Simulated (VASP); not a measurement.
Here is a VASP 6.6.1 calculation.

INCAR

```
SYSTEM = Sn
ALGO     = Normal         ! electronic algorithm
EDIFF    = 1E-7           ! SCF threshold, eV
ENCUT    = 520            ! plane-wave cutoff, eV
GGA      = PE             ! functional
ISIF     = 2              ! what is computed and relaxed
ISMEAR   = -1             ! smearing method
ISYM     = 0            
LASPH    = .True.         ! aspherical terms in the spheres
LCHARG   = .True.         ! write CHGCAR
LELF     = .True.         ! ELF
LREAL    = .False.        ! projectors in reciprocal space
LVHAR    = .True.       
LWAVE    = .False.        ! write WAVECAR
NBANDS   = 21             ! bands
NELM     = 100            ! most SCF steps
PREC     = Accurate       ! precision mode
SIGMA    = 0.05           ! smearing width, eV
```

File KPOINTS:

```
k-points
0
Gamma
  15 15 10
  0 0 0
```

POSCAR

```
Sn
1.0
   -2.9158500000      2.9158500000      1.5906500000
    2.9158500000     -2.9158500000      1.5906500000
    2.9158500000      2.9158500000     -1.5906500000
Sn
2
Direct
    0.0000000000      0.0000000000      0.0000000000
    0.7500000000      0.2500000000      0.5000000000
```

Potentials or basis: VASP PAW PBE potentials, release 64 (Sn_d).

Run with:

```console
$ cat potpaw_PBE.64/Sn_d/POTCAR > POTCAR
$ mpirun -np 1 vasp_std > vasp.out
```

(1) Predict the pressure.

(2) Predict the band gap on the k mesh.

Results:

(1) 2.6 GPa.

(2) zero (band 14 reaches 9.62 eV, above the bottom of band 15 at 5.27 eV).

Caveat: spin-orbit coupling is left out, which moves the levels of the heavy elements.
